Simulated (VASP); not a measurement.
Crystal: KLu2Al3.

```
K Lu Al
1.0
     5.66464    0.00000    0.00000
    -2.83232    4.90572    0.00000
     0.00000    0.00000    4.60195
K Lu Al
1 2 3
Direct
  0.00000 0.00000 0.00000
  0.33333 0.66667 0.00000
  0.66667 0.33333 0.00000
  0.50000 0.00000 0.50000
  0.50000 0.50000 0.50000
  0.00000 0.50000 0.50000
```

The cell was generated, and may not be a known phase.

| Property | Result |
| --- | --- |
| Program | VASP 6.6.1 |
| Task | relaxation of cell and atoms |
| Functional | PBE |
| Potentials or basis | VASP PAW PBE potentials, release 64 (K_sv, Lu, Al) |
| Cutoff | 600 eV |
| k mesh | 6 × 6 × 4 |
| Occupations | gaussian, width 0.1 eV |
| Spin | no spin polarisation |

At the start: pressure 16.0 GPa; volume 21.31 Å³/atom.

Task: How do energy, volume and symmetry change on relaxing?

Result: Over 6 steps the energy falls by 242.1 meV/atom and the volume is 27.30 Å³/atom (+28.1 %); space group P6/mmm (No. 191, to 0.1 Å) before and after.

The path:
| step | energy change (eV) | largest force (eV/Å) | pressure (GPa) | volume (Å³) |
| --- | --- | --- | --- | --- |
| 1 | 0.0000 | 0.0000 | 15.95 | 127.88 |
| 2 | -1.3124 | 0.0000 | -2.26 | 171.24 |
| 3 | -1.4067 | 0.0000 | 0.38 | 160.08 |
| 4 | -1.4067 | 0.0000 | 0.19 | 160.78 |
| 5 | -1.4445 | 0.0000 | 0.08 | 162.52 |
| 6 | -1.4526 | 0.0000 | 0.05 | 163.82 |

Final structure:
```cif
data_structure
_symmetry_space_group_name_H-M 'P 1'
_symmetry_Int_Tables_number 1
_cell_length_a 6.1784
_cell_length_b 6.1784
_cell_length_c 4.9556
_cell_angle_alpha 90.000
_cell_angle_beta 90.000
_cell_angle_gamma 120.000
_cell_volume 163.82
loop_
_atom_site_label
_atom_site_type_symbol
_atom_site_fract_x
_atom_site_fract_y
_atom_site_fract_z
_atom_site_occupancy
K1 K 0.00000 0.00000 0.00000 1
Lu1 Lu 0.33333 0.66667 0.00000 1
Lu2 Lu 0.66667 0.33333 0.00000 1
Al1 Al 0.50000 0.00000 0.50000 1
Al2 Al 0.50000 0.50000 0.50000 1
Al3 Al 0.00000 0.50000 0.50000 1
```

Caveat: the volume moved by over 15 % at a fixed basis, so the end points are rough.
